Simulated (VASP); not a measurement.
# B16P17 (a cell with a defect) in VASP: single point with PBE

Aim: the single point of B16P17 (a cell with a defect) with PBE.

Program: VASP 6.6.1. These are calculated values, not measurements. Logs are shortened: lines on timing, memory, paths and dates and some standing lists are left out, and cuts for length are marked.

## (1) The cell of the first run

The cell holds a defect, 33 atoms: a = 7.878 Å, b = 7.878 Å, c = 7.878 Å, α = 109.47°, β = 109.47°, γ = 109.47°.

## (2) Single point, PBE, collinear spin (with an interstitial atom, then relaxed in part)

Input file INCAR:

```
PREC = Accurate
ENCUT = 420
EDIFF = 1E-6
ISMEAR = 0
SIGMA = 0.01
LREAL = Auto
LASPH = True
NELM = 200
ALGO = Normal
ISIF = 2
LWAVE = False
LCHARG = False
ISPIN = 2
MAGMOM = 0.091 0 0 0 0 0 0 0 0 0 0.091 0.091 0 0 0.091 0 0.091 0 0.091 0 0.091 0.091 0 0 0 0 0.091 0 0 0 0.091 0 0.091
LORBIT = 11
GGA = PE
NBANDS = 92
GGA_COMPAT = False
```

Input file KPOINTS:

```
Automatic mesh
0
Gamma
  2 2 2
  0.5 0.5 0.5
```

Input file POSCAR:

```
B16P17
1.0
   -4.5481928018     -4.5481928018     -4.5481928018
   -4.5481928018      4.5481928018      4.5481928018
    4.5481928018      4.5481928018     -4.5481928018
B P
16 17
Direct
    0.5144350013      0.2660063394      0.2554652539
    0.2505938921      0.2547420237      0.4947801319
    0.0027062168      0.2650488614      0.7449607980
    0.5169133483      0.7549353317      0.7443536840
    0.5000644076      0.5060324885      0.0010664475
    0.2584656779      0.5161839327      0.2551637037
    0.0117846438      0.5072555453      0.5118320529
    0.7157744202      0.4646594002      0.7284676055
    0.7533532995      0.2515119252      0.9997201173
    0.4975801261     -0.0075638783      0.4875102599
    0.2611358837      0.0113714606      0.7476559067
    0.2987120669      0.7776815295     -0.0016384702
    0.9919675692      0.7500041467      0.2788596832
    0.7560275283      0.7616909505      0.5072089106
    0.0225415395      0.0519119999      0.0075360374
    0.7639084305      0.0091891781      0.2536392452
    0.5210664229      0.0179867255      0.2558004980
    0.2534452387      0.0048656260      0.4936742549
    0.0090668283      0.0220165800      0.7438855824
    0.4934236544      0.4997371447      0.7464125686
    0.5072475905      0.2591806305      0.0014285721
    0.2683010271      0.2757303372      0.2586826225
    0.0072503118      0.2574600724      0.4997039290
    0.7392284647      0.2328007973      0.7354285130
    0.7610576127      0.0052331975      0.0009157496
    0.5072498716      0.7557439266      0.4979930443
    0.2752593376      0.7612023015      0.7430580104
    0.2511634295      0.5148853218      0.0006673916
    0.0054222090      0.4998217158      0.2624421500
    0.7633271579      0.5145019857      0.5132243198
   -0.0572960862      0.6264990349      0.0095651026
    0.7462042356      0.7553851239      0.2569253230
    0.0718220941     -0.1680890314     -0.0666631064
```

Potentials or basis: VASP PAW PBE potentials, release 64 (B, P).

Run with:

```bash
> cat potpaw_PBE.64/B/POTCAR potpaw_PBE.64/P/POTCAR > POTCAR
> mpirun -np 1 vasp_std > vasp.out
```

OUTCAR:

```text
PREC = Accurate
   ENCUT = 420
   EDIFF = 1E-6
   ISMEAR = 0
   LREAL = Auto
   LASPH = True
   NELM = 200
   ISIF = 2
   ISPIN = 2
   LORBIT = 11
   GGA = PE

 ion  position               nearest neighbor table
   1  0.514  0.266  0.255-  21 1.97  17 1.97  22 1.97  30 1.98
   2  0.251  0.255  0.495-  23 1.94  20 1.94  22 1.97  18 1.97
   3  0.003  0.265  0.745-  23 1.93  19 1.93  24 1.98  28 1.98
   4  0.517  0.755  0.744-  27 1.92  26 1.92  20 1.96  25 1.97
   5  0.500  0.506  0.001-  21 1.97  20 1.97  32 1.97  28 1.98
   6  0.258  0.516  0.255-  26 1.92  22 1.93  29 1.98  28 1.98
[... 10 lines left out ...]
  17  0.521  0.018  0.256-  12 1.90  16 1.94  10 1.96   1 1.97
  18  0.253  0.005  0.494-  13 1.95  11 1.96   2 1.97  10 1.97
  19  0.009  0.022  0.744-   3 1.93  15 1.97  14 1.98  11 2.01  33 2.49
  20  0.493  0.500  0.746-   8 1.90   2 1.94   4 1.96   5 1.97
  21  0.507  0.259  0.001-  11 1.96   9 1.96   1 1.97   5 1.97
  22  0.268  0.276  0.259-  15 1.90   6 1.93   2 1.97   1 1.97
  23  0.007  0.257  0.500-   7 1.93   3 1.93   2 1.94  16 1.94
  24  0.739  0.233  0.735-   8 1.91  10 1.92   3 1.98   9 2.00  31 2.60
  25  0.761  0.005  0.001-  15 1.95   9 1.96  16 1.97   4 1.97
  26  0.507  0.756  0.498-   4 1.92  10 1.92  14 1.92   6 1.92
  27  0.275  0.761  0.743-  12 1.91   4 1.92   7 1.98  11 2.00  33 2.60
  28  0.251  0.515  0.001-   3 1.98   6 1.98   5 1.98  12 1.98  31 2.86
  29  0.005  0.500  0.262-   7 1.93  13 1.97   6 1.98   9 2.01  31 2.49
  30  0.763  0.515  0.513-   7 1.98  14 1.98   1 1.98   8 1.98  33 2.86
  31  0.943  0.626  0.010-  13 1.85   8 1.92  33 1.99  29 2.49  24 2.60  28 2.86
  32  0.746  0.755  0.257-  13 1.90  14 1.93  16 1.97   5 1.97
  33  0.072  0.832  0.933-  15 1.85  12 1.92  31 1.99  19 2.49  27 2.60  30 2.86

  LATTYP: Found a body centered cubic cell.
 ALAT       =     9.0963856036

  Lattice vectors:

 A1 = (  -4.5481928018,  -4.5481928018,  -4.5481928018)
 A2 = (  -4.5481928018,   4.5481928018,   4.5481928018)
 A3 = (   4.5481928018,   4.5481928018,  -4.5481928018)

Analysis of symmetry for initial positions (statically):
=====================================================================
 Subroutine PRICEL returns:
 Original cell was already a primitive cell.

 Routine SETGRP: Setting up the symmetry group for a
 body centered cubic supercell.

 Subroutine GETGRP returns: Found  1 space group operations
 (whereof  1 operations were pure point group operations)
 out of a pool of 48 trial point group operations.

The static configuration has the point symmetry C_1 .

Analysis of symmetry for dynamics (positions and initial velocities):
=====================================================================
 Subroutine PRICEL returns:
 Original cell was already a primitive cell.

 Routine SETGRP: Setting up the symmetry group for a
 body centered cubic supercell.

 Subroutine GETGRP returns: Found  1 space group operations
 (whereof  1 operations were pure point group operations)
 out of a pool of 48 trial point group operations.

The dynamic configuration has the point symmetry C_1 .

Analysis of structural, dynamic, and magnetic symmetry:
=====================================================================
 Subroutine PRICEL returns:
 Original cell was already a primitive cell.

 Routine SETGRP: Setting up the symmetry group for a
 body centered cubic supercell.

 Subroutine GETGRP returns: Found  1 space group operations
 (whereof  1 operations were pure point group operations)
 out of a pool of 48 trial point group operations.

The overall configuration has the point symmetry C_1 .

 Subroutine INISYM returns: Found  1 space group operations
 (whereof  1 operations are pure point group operations),
 and found     1 'primitive' translations

----------------------------------------------------------------------------------------

                                     Primitive cell

  volume of cell :     376.3367

  direct lattice vectors                    reciprocal lattice vectors
    -4.548192802 -4.548192802 -4.548192802    -0.109933774  0.000000000 -0.109933774
    -4.548192802  4.548192802  4.548192802    -0.109933774  0.109933774  0.000000000
     4.548192802  4.548192802 -4.548192802     0.000000000  0.109933774 -0.109933774

  length of vectors
     7.877701015  7.877701015  7.877701015     0.155469834  0.155469834  0.155469834

  position of ions in fractional coordinates (direct lattice)
     0.514435001  0.266006339  0.255465254
[... 111 lines left out ...]
   ISTART =      0    job   : 0-new  1-cont  2-samecut
   ICHARG =      2    charge: 1-file 2-atom 10-const
   ISPIN  =      2    spin polarized calculation?
   LNONCOLLINEAR =      F non collinear calculations
   LSORBIT =      F    spin-orbit coupling
   LASPH  =      T    aspherical Exc in radial PAW
   ENCUT  =  420.0 eV  30.87 Ry    5.56 a.u.  13.16 13.16 13.16*2*pi/ulx,y,z
   NELM   =    200;   NELMIN=  2; NELMDL= -5     # of ELM steps
   EDIFF  = 0.1E-05   stopping-criterion for ELM
   LREAL  =      T    real-space projection
   EDIFFG = 0.1E-04   stopping-criterion for IOM
   NSW    =      0    number of steps for IOM
   IBRION =     -1    ionic relax: 0-MD 1-quasi-New 2-CG
   NFREE  =      0    steps in history (QN), initial steepest desc. (CG)
   ISIF   =      2    stress and relaxation
   ISYM   =      2    0-nonsym 1-usesym 2-fastsym
   POTIM  = 0.5000    time-step for ionic-motion
   TEBEG  =    0.0;   TEEND  =   0.0 temperature during run
   PSTRESS=    0.0 pullay stress
   NELECT =     133.0000    total number of electrons
   NUPDOWN=      -1.0000    fix difference up-down
   EMIN   =  10.00;   EMAX   =-10.00  energy-range for DOS
   EFERMI =   0.00;   METHOD = LEGACY
   ISMEAR =     0;   SIGMA  =   0.01  broadening in eV -4-tet -1-fermi 0-gaus
   EFERMI_NEDOS =   21; number of points for ismear=-14 and -15
   IALGO  =     38    algorithm
   IMIX   =      4    mixing-type and parameters
     AMIX     =   0.40;   BMIX     =  1.00
     AMIX_MAG =   1.60;   BMIX_MAG =  1.00
  volume/ion in A,a.u.               =      11.40        76.96
  Fermi-wavevector in a.u.,A,eV,Ry     =   1.157444  2.187251 18.227395  1.339676
  Thomas-Fermi vector in A             =   2.294055
   LORBIT       =     11    0 simple, 1 ext, 2 COOP (PROOUT), +10 PAW based schemes
   GGA     = PE    functional components
   LHFCALC =     F    Hartree Fock is set to
   AEXX    =    0.0000 exact exchange contribution
   IVDW    =     0    specifies the selected vdW correction
   LEPSILON=     F    determine dielectric tensor
   LRPA    =     F    only Hartree local field effects (RPA)
 spin polarized calculation
 Gauss-broadening in eV      SIGMA  =   0.01
  energy-cutoff  :      420.00
  volume of cell :      376.34
 maximum number of plane-waves:      7416
 NGX is ok and might be reduce to    54
   NGX = 27   NGY = 27   NGZ = 27

 number of electron     132.9999998 magnetization      -0.0000270

 number of electron     132.9999998 magnetization       0.0000075

 Free energy of the ion-electron system (eV)
  ---------------------------------------------------
  ext. energy  EPLUGINS =         0.00000000
  ---------------------------------------------------
  free energy    TOTEN  =      -205.19584070 eV

  energy without entropy =     -205.19584070  energy(sigma->0) =     -205.19584070

 E-fermi :   7.9904     XC(G=0): -11.0628

 val. band max:        7.9080816581   @ k =  -0.2500   0.2500   0.2500
 cond. band min:       8.2503515895   @ k =   0.2500   0.2500  -0.2500
 fundamental gap:      0.3422699314
 Fermi energy:         7.9904293131

 spin component 1

 k-point     1 :       0.2500    0.2500    0.2500
  band No.  band energies     occupation
      1      -7.4069      1.00000
      2      -6.9243      1.00000
      3      -6.7266      1.00000
      4      -6.7240      1.00000
      5      -4.7496      1.00000
      6      -4.6722      1.00000
[... 313 lines left out ...]
     77      11.2546      0.00000
     78      11.3762      0.00000
 Fermi energy:         7.9904293131

 spin component 2

 k-point     1 :       0.2500    0.2500    0.2500
  band No.  band energies     occupation
      1      -7.4069      1.00000
      2      -6.9243      1.00000
      3      -6.7266      1.00000
      4      -6.7240      1.00000
      5      -4.7496      1.00000
      6      -4.6722      1.00000
[... 313 lines left out ...]
     77      11.2546      0.00000
     78      11.3762      0.00000
 [bands above 78 left out]

------------------------ aborting loop because EDIFF is reached ----------------------------------------

  FORCE on cell =-STRESS in cart. coord.  units (eV):
  Direction    XX          YY          ZZ          XY          YZ          ZX
  --------------------------------------------------------------------------------------
  -------------------------------------------------------------------------------------
  Total       30.7848518     16.6728517     10.4789712     -0.0088046     -0.0014564     -1.4164570
  in kB      131.0602700     70.9812887     44.6120969     -0.0374838     -0.0062003     -6.0302787
  external PRESSURE =      82.2178852 kB  Pullay stress =       0.0000000 kB

 VOLUME and BASIS-vectors are now :
 -----------------------------------------------------------------------------
  energy-cutoff  :      420.00
  volume of cell :      376.34
      direct lattice vectors                 reciprocal lattice vectors
    -4.548192802 -4.548192802 -4.548192802    -0.109933774  0.000000000 -0.109933774
    -4.548192802  4.548192802  4.548192802    -0.109933774  0.109933774  0.000000000
     4.548192802  4.548192802 -4.548192802     0.000000000  0.109933774 -0.109933774

 POSITION                                       TOTAL-FORCE (eV/Angst)
 -----------------------------------------------------------------------------------
     -2.38769      0.03200     -2.29181        -0.002293      0.000987     -0.000709
     -0.04801      2.26922     -2.23149        -0.001181      0.002802      0.001444
      2.17042      4.58141     -2.19504         0.000562     -0.003790      0.002630
     -2.39915      4.46803     -2.30289         0.000484     -0.000191      0.002280
     -4.57107      0.03199      0.02229         0.002693      0.000687      0.000735
     -2.36272      2.33269      0.01162         0.000476      0.000410     -0.003046
[... 25 lines left out ...]
     -5.66097      1.21030     -1.12679        -0.004405     -0.001294     -0.005392
      0.13464      7.70203     -0.78797         0.062230     -0.005988     -0.018788
 -----------------------------------------------------------------------------------
    total drift:                                0.004194     -0.004534      0.000314

  FREE ENERGIE OF THE ION-ELECTRON SYSTEM (eV)
  ---------------------------------------------------
  free  energy   TOTEN  =      -205.1958406989 eV

  energy  without entropy=     -205.1958406989  energy(sigma->0) =     -205.19584070

 total charge

# of ion       s       p       d       tot
------------------------------------------
    1        0.673   1.257   0.000   1.930
    2        0.673   1.284   0.000   1.958
    3        0.681   1.286   0.000   1.967
    4        0.680   1.312   0.000   1.992
    5        0.673   1.257   0.000   1.930
    6        0.675   1.290   0.000   1.965
[... 25 lines left out ...]
   32        0.994   1.587   0.000   2.581
   33        1.049   1.606   0.000   2.656
--------------------------------------------------
tot         27.918  47.363   0.000  75.282

 magnetization (x)

# of ion       s       p       d       tot
------------------------------------------
    1       -0.000  -0.000   0.000  -0.000
    2       -0.000   0.000   0.000  -0.000
    3       -0.000  -0.000   0.000  -0.000
    4       -0.000  -0.000   0.000  -0.000
    5       -0.000  -0.000   0.000  -0.000
    6       -0.000  -0.000   0.000  -0.000
[... 25 lines left out ...]
   32       -0.000  -0.000   0.000  -0.000
   33       -0.000   0.000   0.000  -0.000
--------------------------------------------------
tot         -0.000   0.000   0.000  -0.000
```

Run time: 7.2 min. Hardware: 1 thread of Intel Xeon Platinum 8559C (Emerald Rapids), shared host; peak memory 0.55 GiB.

What came out:

```
Free energy                                           : -205.1958 eV
Pressure                                              : 8.2 GPa
Largest force                                         : 0.065 eV/Å
Net moment                                            : 0.00 μB per cell
Valence electrons inside the program's atomic spheres : B 1.93, 1.96, 1.97, 1.99, 1.91, 2.03 (each value once); P 2.57, 2.56, 2.55, 2.58, 2.60, 2.61, 2.53, 2.66 (each value once)
```

Forces in eV/Å, atoms in the order of the input:
```
B   -0.002  0.001 -0.001
B   -0.001  0.003  0.001
B    0.001 -0.004  0.003
B    0.000  0.000  0.002
B    0.003  0.001  0.001
B    0.000  0.000 -0.003
B    0.000 -0.003 -0.002
B   -0.003  0.006 -0.001
B    0.003  0.000 -0.002
B   -0.001  0.000 -0.003
B   -0.003  0.000  0.001
B    0.002  0.007  0.000
B    0.001 -0.004  0.004
B   -0.001  0.001  0.002
B   -0.001 -0.002 -0.003
B    0.002  0.004 -0.001
P    0.001 -0.007  0.002
P    0.004  0.001  0.001
P    0.004  0.005 -0.006
P   -0.001 -0.006 -0.002
P    0.000  0.001  0.000
P    0.004 -0.001  0.005
P    0.001  0.000  0.000
P   -0.005  0.003  0.002
P   -0.003  0.002 -0.001
P    0.000  0.000  0.001
P    0.005  0.003 -0.001
P   -0.004 -0.001 -0.002
P   -0.005  0.004  0.006
P    0.003 -0.003  0.002
P   -0.061 -0.003  0.019
P   -0.004 -0.001 -0.005
P    0.062 -0.006 -0.019
```

Caveat: the k points lie up to 0.49 Å⁻¹ apart; the cell differs from its parent crystal (with an interstitial atom, then relaxed in part).
